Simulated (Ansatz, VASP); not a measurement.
## Ni in VASP and in Ansatz

```
Ni
1.0
     0.00000    1.98456    1.40308
     1.98456    0.00000    1.40308
     1.98456    1.98456    0.00000
Ni
1
Cartesian
  0.0000 0.0000 0.0000
```

Alike in both runs: task single point; functional PBE; k mesh 26 × 26 × 26; occupations gaussian, width 0.15 eV; collinear spin.

|  | VASP | Ansatz |
| --- | --- | --- |
| version | VASP 6.6.1 | Ansatz 0.2.0 |
| potentials or method | VASP PAW PBE potentials, release 64 (Ni), cutoff 520 eV | scalar-relativistic, plane waves, PAW |
| valence electrons in the cell | 10 | 18 |

VASP gave:

```
gap on the k mesh at the Fermi level (eV)                     : none
pressure (GPa)                                                : -1.2
net moment per atom (μB)                                      : 0.55
size of the moment on the site where the two differ most (μB) : 0.56
```

Estimate Ansatz's values.

gap on the k mesh at the Fermi level (eV): none; pressure (GPa): -1.1; net moment per atom (μB): 0.56; size of the moment on the site where the two differ most (μB): 0.59.

Site moments also hang on the region over which each program counts them. A gap of «none» marks a metal or a gap that the smearing closes. VASP's potentials hold 10 valence electrons a cell and Ansatz's 18, so a difference there can come from the potentials and not from the codes.
